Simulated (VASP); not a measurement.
# HfN (I4/mmm) in VASP: a series of runs

The runs below take HfN through single point, with PBE.

Everything below comes from runs of VASP 6.6.1. Logs are shortened: lines on timing, memory, paths and dates and some standing lists are left out, and cuts for length are marked.

### Step 1. The cell of the first run

It takes space group I4/mmm (No. 139, tetragonal). Conventional cell: a = 2.791 Å, b = 2.791 Å, c = 5.920 Å, α = 90.00°, β = 90.00°, γ = 90.00°. Hf (site symmetry 4/mmm) has 4 N at 1.97 Å within 2.6 Å. Within 2.6 Å of N (site symmetry 4/mmm) lie 4 Hf at 1.97 Å.

### Step 2. Single point, PBE

INCAR

```
SYSTEM = HfN
PREC = Accurate ; ENCUT = 520
EDIFF = 1E-7 ; ISMEAR = 0
SIGMA = 0.1 ; LREAL = .FALSE.
LASPH = .TRUE. ; NELM = 60
ALGO = Normal ; ISIF = 2
LWAVE = .FALSE. ; LCHARG = .FALSE.
GGA = PE ; NBANDS = 14
```

KPOINTS

```
regular mesh
0
G
  20 20 20
  0 0 0
```

POSCAR

```
HfN
1.0
    0.0000000000      1.9734182698      2.9601274048
    1.9734182698      0.0000000000      2.9601274048
    1.9734182698      1.9734182698      0.0000000000
Hf N
1 1
Direct
    0.0000000000      0.0000000000      0.0000000000
    0.5000000000      0.5000000000      0.5000000000
```

Potentials or basis: VASP PAW PBE potentials, release 64 (Hf_pv, N).

Launch:

```sh
$ cat potpaw_PBE.64/Hf_pv/POTCAR potpaw_PBE.64/N/POTCAR > POTCAR
$ mpirun -np 1 vasp_std > vasp.out
```

OUTCAR:

```text
SYSTEM = HfN
   PREC = Accurate
   ENCUT = 520
   EDIFF = 1E-7
   ISMEAR = 0
   LREAL = .FALSE.
   LASPH = .TRUE.
   NELM = 60
   ISIF = 2
   GGA = PE

 ion  position               nearest neighbor table
   1  0.000  0.000  0.000-   2 1.97   2 1.97   2 1.97   2 1.97
   2  0.500  0.500  0.500-   1 1.97   1 1.97   1 1.97   1 1.97

  LATTYP: Found a body centered tetragonal cell.
 ALAT       =     2.7908348814
 C/A-ratio  =     2.1213203436

  Lattice vectors:

 A1 = (  -1.9734182698,   0.0000000000,   2.9601274048)
 A2 = (   1.9734182698,   0.0000000000,   2.9601274048)
 A3 = (   0.0000000000,   1.9734182698,  -2.9601274048)

Analysis of symmetry for initial positions (statically):
=====================================================================
 Subroutine PRICEL returns:
 Original cell was already a primitive cell.

 Routine SETGRP: Setting up the symmetry group for a
 body centered tetragonal supercell.

 Subroutine GETGRP returns: Found 16 space group operations
 (whereof 16 operations were pure point group operations)
 out of a pool of 16 trial point group operations.

The static configuration has the point symmetry D_4h.

Analysis of symmetry for dynamics (positions and initial velocities):
=====================================================================
 Subroutine PRICEL returns:
 Original cell was already a primitive cell.

 Routine SETGRP: Setting up the symmetry group for a
 body centered tetragonal supercell.

 Subroutine GETGRP returns: Found 16 space group operations
 (whereof 16 operations were pure point group operations)
 out of a pool of 16 trial point group operations.

The dynamic configuration has the point symmetry D_4h.

 Subroutine INISYM returns: Found 16 space group operations
 (whereof 16 operations are pure point group operations),
 and found     1 'primitive' translations

----------------------------------------------------------------------------------------

                                     Primitive cell

  volume of cell :      23.0557

  direct lattice vectors                    reciprocal lattice vectors
     0.000000000  1.973418270  2.960127405    -0.253367473  0.253367473  0.168911649
     1.973418270  0.000000000  2.960127405     0.253367473 -0.253367473  0.168911649
     1.973418270  1.973418270  0.000000000     0.253367473  0.253367473 -0.168911649

  length of vectors
     3.557630380  3.557630380  2.790834881     0.396132929  0.396132929  0.396132929

  position of ions in fractional coordinates (direct lattice)
     0.000000000  0.000000000  0.000000000
     0.500000000  0.500000000  0.500000000

  ion indices of the primitive-cell ions
   primitive index   ion index
                 1           1
                 2           2

----------------------------------------------------------------------------------------

 KPOINTS: regular mesh

Automatic generation of k-mesh.
 Grid dimensions read from file:
 generate k-points for:   20   20   20

 Generating k-lattice:

  Cartesian coordinates                     Fractional coordinates (reciprocal lattice)
    -0.012668374  0.012668374  0.008445582     0.050000000  0.000000000  0.000000000
     0.012668374 -0.012668374  0.008445582     0.000000000  0.050000000  0.000000000
     0.012668374  0.012668374 -0.008445582    -0.000000000 -0.000000000  0.050000000

  Length of vectors
     0.019806646  0.019806646  0.019806646

  Shift w.r.t. Gamma in fractional coordinates (k-lattice)
     0.000000000  0.000000000  0.000000000

 Subroutine IBZKPT returns following result:
 ===========================================

 Found    641 irreducible k-points:

 Following reciprocal coordinates:
            Coordinates               Weight
  0.000000  0.000000  0.000000      1.000000
  0.050000  0.000000  0.000000      8.000000
  0.100000  0.000000  0.000000      8.000000
  0.150000 -0.000000  0.000000      8.000000
  0.200000  0.000000  0.000000      8.000000
  0.250000  0.000000  0.000000      8.000000
[... 16 lines left out ...]
 -0.400000  0.050000  0.000000      8.000000
 -0.350000  0.050000  0.000000      8.000000
 [... further k-points ...]
   k-points           NKPTS =    641   k-points in BZ     NKDIM =    641   number of bands    NBANDS=     14
   number of dos      NEDOS =    301   number of ions     NIONS =      2
   total plane-waves  NPLWV =  18816
   dimension x,y,z NGX =    28 NGY =   28 NGZ =   24
   dimension x,y,z NGXF=    56 NGYF=   56 NGZF=   48
   ions per type =               1   1
   NGX,Y,Z   is equivalent  to a cutoff of  13.08, 13.08, 14.30 a.u.
   NGXF,Y,Z  is equivalent  to a cutoff of  26.17, 26.17, 28.59 a.u.
 SYSTEM =  HfN
   PREC   = accura    normal or accurate (medium, high low for compatibility)
   ISTART =      0    job   : 0-new  1-cont  2-samecut
   ICHARG =      2    charge: 1-file 2-atom 10-const
   ISPIN  =      1    spin polarized calculation?
   LNONCOLLINEAR =      F non collinear calculations
   LSORBIT =      F    spin-orbit coupling
   LASPH  =      T    aspherical Exc in radial PAW
   ENCUT  =  520.0 eV  38.22 Ry    6.18 a.u.   6.61  6.61  5.19*2*pi/ulx,y,z
   NELM   =     60;   NELMIN=  2; NELMDL= -5     # of ELM steps
   EDIFF  = 0.1E-06   stopping-criterion for ELM
   LREAL  =      F    real-space projection
   EDIFFG = 0.1E-05   stopping-criterion for IOM
   NSW    =      0    number of steps for IOM
   IBRION =     -1    ionic relax: 0-MD 1-quasi-New 2-CG
   NFREE  =      0    steps in history (QN), initial steepest desc. (CG)
   ISIF   =      2    stress and relaxation
   ISYM   =      2    0-nonsym 1-usesym 2-fastsym
   POTIM  = 0.5000    time-step for ionic-motion
   TEBEG  =    0.0;   TEEND  =   0.0 temperature during run
   PSTRESS=    0.0 pullay stress
   NELECT =      15.0000    total number of electrons
   NUPDOWN=      -1.0000    fix difference up-down
   EMIN   =  10.00;   EMAX   =-10.00  energy-range for DOS
   EFERMI =   0.00;   METHOD = LEGACY
   ISMEAR =     0;   SIGMA  =   0.10  broadening in eV -4-tet -1-fermi 0-gaus
   EFERMI_NEDOS =   21; number of points for ismear=-14 and -15
   IALGO  =     38    algorithm
   IMIX   =      4    mixing-type and parameters
     AMIX     =   0.40;   BMIX     =  1.00
     AMIX_MAG =   1.60;   BMIX_MAG =  1.00
  volume/ion in A,a.u.               =      11.53        77.79
  Fermi-wavevector in a.u.,A,eV,Ry     =   1.418553  2.680677 27.378918  2.012294
  Thomas-Fermi vector in A             =   2.539667
   LORBIT       =      0    0 simple, 1 ext, 2 COOP (PROOUT), +10 PAW based schemes
   GGA     = PE    functional components
   LHFCALC =     F    Hartree Fock is set to
   AEXX    =    0.0000 exact exchange contribution
   IVDW    =     0    specifies the selected vdW correction
   LEPSILON=     F    determine dielectric tensor
   LRPA    =     F    only Hartree local field effects (RPA)
 non-spin polarized calculation
 Gauss-broadening in eV      SIGMA  =   0.10
  energy-cutoff  :      520.00
  volume of cell :       23.06
 maximum number of plane-waves:       640
   NGX = 13   NGY = 13   NGZ = 11

 number of electron      15.0000000 magnetization

 Free energy of the ion-electron system (eV)
  ---------------------------------------------------
  ext. energy  EPLUGINS =         0.00000000
  ---------------------------------------------------
  free energy    TOTEN  =       -18.97553709 eV

  energy without entropy =      -18.97278928  energy(sigma->0) =      -18.97416318

 E-fermi :   7.8409     XC(G=0): -12.4623

 val. band max:        7.8217519465   @ k =   0.5000   0.3000   0.0000
 cond. band min:       7.8466501789   @ k =  -0.3000   0.1500   0.4000
 fundamental gap:      0.0248982324
 Fermi energy:         7.8409209662

 k-point     1 :       0.0000    0.0000    0.0000
  band No.  band energies     occupation
      1     -22.7961      2.00000
      2     -22.2463      2.00000
      3     -22.2463      2.00000
      4      -9.7508      2.00000
      5       4.1860      2.00000
      6       4.2850      2.00000
      7       5.3272      2.00000
      8       5.9205      2.00000
      9       5.9205      2.00000
     10      10.5651      0.00000
     11      10.5651      0.00000
     12      13.0805      0.00000
     13      16.5698      0.00000
     14      19.6536      0.00000

 k-point     2 :       0.0500    0.0000    0.0000
  band No.  band energies     occupation
      1     -22.7963      2.00000
      2     -22.3026      2.00000
      3     -22.2400      2.00000
      4      -9.6609      2.00000
      5       3.8432      2.00000
      6       4.6173      2.00000
      7       5.0144      2.00000
      8       5.6963      2.00000
      9       6.2070      2.00000
     10      10.5674      0.00000
     11      10.6093      0.00000
     12      13.3922      0.00000
     13      16.7106      0.00000
     14      19.8701      0.00000

 k-point     3 :       0.1000    0.0000    0.0000
  band No.  band energies     occupation
      1     -22.7974      2.00000
      2     -22.4621      2.00000
      3     -22.2217      2.00000
      4      -9.4004      2.00000
      5       3.4202      2.00000
      6       4.4378      2.00000
      7       5.0190      2.00000
      8       5.1255      2.00000
      9       6.7282      2.00000
     10      10.5928      0.00000
     11      10.7396      0.00000
     12      14.2237      0.00000
     13      17.0969      0.00000
     14      20.4526      0.00000
[... 324 lines left out ...]
 k-point    23 :      -0.4000    0.0500    0.0000
  band No.  band energies     occupation
      1     -24.1310      2.00000
      2     -22.7789      2.00000
      3     -21.9855      2.00000
      4      -5.6911      2.00000
      5      -0.7396      2.00000
      6       1.0150      2.00000
      7       1.1677      2.00000
      8       9.1120      0.00000
      9      11.8983      0.00000
     10      12.7065      0.00000
     11      13.9421      0.00000
     12      14.6955      0.00000
     13      21.2606      0.00000
     14      21.3185      0.00000

 k-point    24 :      -0.3500    0.0500    0.0000
  band No.  band energies     occupation
      1     -24.0119      2.00000
      2     -22.7721      2.00000
      3     -22.0040      2.00000
      4      -6.1228      2.00000
      5      -0.2301      2.00000
      6       1.2383      2.00000
      7       1.3978      2.00000
      8       8.1750      0.00000
      9      11.6710      0.00000
     10      12.4324      0.00000
     11      13.0772      0.00000
     12      15.7435      0.00000
     13      21.1908      0.00000
     14      21.3157      0.00000

 [... further k-points ...]
[... 5 lines left out ...]
  --------------------------------------------------------------------------------------
  -------------------------------------------------------------------------------------
  Total       20.1614995     20.1614995     -1.0977601      0.0000000     -0.0000000      0.0000000
  in kB     1401.0535154   1401.0535154    -76.2850318      0.0000000     -0.0000000      0.0000000
  external PRESSURE =     908.6073330 kB  Pullay stress =       0.0000000 kB

 VOLUME and BASIS-vectors are now :
 -----------------------------------------------------------------------------
  energy-cutoff  :      520.00
  volume of cell :       23.06
      direct lattice vectors                 reciprocal lattice vectors
     0.000000000  1.973418270  2.960127405    -0.253367473  0.253367473  0.168911649
     1.973418270  0.000000000  2.960127405     0.253367473 -0.253367473  0.168911649
     1.973418270  1.973418270  0.000000000     0.253367473  0.253367473 -0.168911649

 POSITION                                       TOTAL-FORCE (eV/Angst)
 -----------------------------------------------------------------------------------
      0.00000      0.00000      0.00000        -0.000000      0.000000      0.000000
      1.97342      1.97342      2.96013         0.000000     -0.000000     -0.000000
 -----------------------------------------------------------------------------------
    total drift:                                0.000000      0.000000      0.000000

  FREE ENERGIE OF THE ION-ELECTRON SYSTEM (eV)
  ---------------------------------------------------
  free  energy   TOTEN  =       -18.9755370915 eV

  energy  without entropy=      -18.9727892758  energy(sigma->0) =      -18.97416318
```

Wall time 2.1 min (1 thread of Intel Xeon Platinum 8488C (Sapphire Rapids), shared host); peak memory 0.33 GiB.

Results:

```yaml
Free_energy: -18.9755 eV
Pressure: 90.9 GPa
Band_gap_on_the_k_mesh: zero (an odd number of electrons rules out a gap without spin polarisation)
```

Stress tensor (GPa, compression positive):
```
140.11   0.00   0.00
  0.00 140.11   0.00
  0.00   0.00  -7.63
```

Caveat: the stress differs along the axes, from -8 to 140 GPa; spin-orbit coupling is left out, which moves the levels of the heavy elements.

[end of part 1 of 2]

The gap in the log of VASP goes by the Fermi energy; the results here count the filled bands.